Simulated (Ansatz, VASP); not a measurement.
**Two plane-wave programs on Ca**

Contents of INCAR:

```
SYSTEM = Ca
PREC = Accurate
ENCUT = 520
EDIFF = 1E-6
ISMEAR = 0
SIGMA = 0.15
LREAL = .False.
LASPH = .True.
NELM = 80
ALGO = Normal
ISIF = 2
LWAVE = .False.
LCHARG = .True.
GGA = PS
LELF = .True.
LVHAR = .True.
NBANDS = 11
```

File KPOINTS:

```
regular mesh
0
Gamma
  14 14 14
  0 0 0
```

The input POSCAR:

```
Ca
1.0
    0.0000000000      2.7942000000      2.7942000000
    2.7522870000      0.0000000000      2.7942000000
    2.7522870000      2.7942000000      0.0000000000
Ca
1
Direct
    0.0000000000      0.0000000000      0.0000000000
```

Input for Ansatz:

```yaml
crystal:
  lattice:
    - [0.0, 2.7942, 2.7942]
    - [2.752287, 0.0, 2.7942]
    - [2.752287, 2.7942, 0.0]
  atoms:
    - { symbol: Ca, position: [0.0, 0.0, 0.0] }
basis:
  ecutwfc: 420
kpoints:
  mp_grid: { grid: [14, 14, 14] }
hamiltonian:
  xc: pbesol
scf:
  occupations: { method: gaussian, width: 0.15 }
output:
  forces: true
  stress: true
  eigenvalues: true
```

Change from the starting cell: strain -0.0150 x Voigt [1, 0, 0, 0, 0, 0], atoms carried along.

Alike in both runs: task single point; functional PBEsol; k mesh 14 × 14 × 14; occupations gaussian, width 0.15 eV; no spin polarisation.

|  | VASP | Ansatz |
| --- | --- | --- |
| version | VASP 6.6.1 | Ansatz 0.2.0 |
| potentials or method | VASP PAW PBE potentials, release 64 (Ca_sv), cutoff 520 eV | scalar-relativistic, plane waves, PAW |
| valence electrons in the cell | 10 | 10 |

|  | VASP | Ansatz | Ansatz less VASP |
| --- | --- | --- | --- |
| gap on the k mesh at the Fermi level (eV) | none | none | - |
| pressure (GPa) | -0.9 | -0.9 | +0.01 |
| traceless stress, the component that is largest in VASP (GPa) | 0.07 | 0.07 | 0.000 |

VASP's potentials were made for PBE, not for PBEsol. A gap of «none» marks a metal or a gap that the smearing closes.
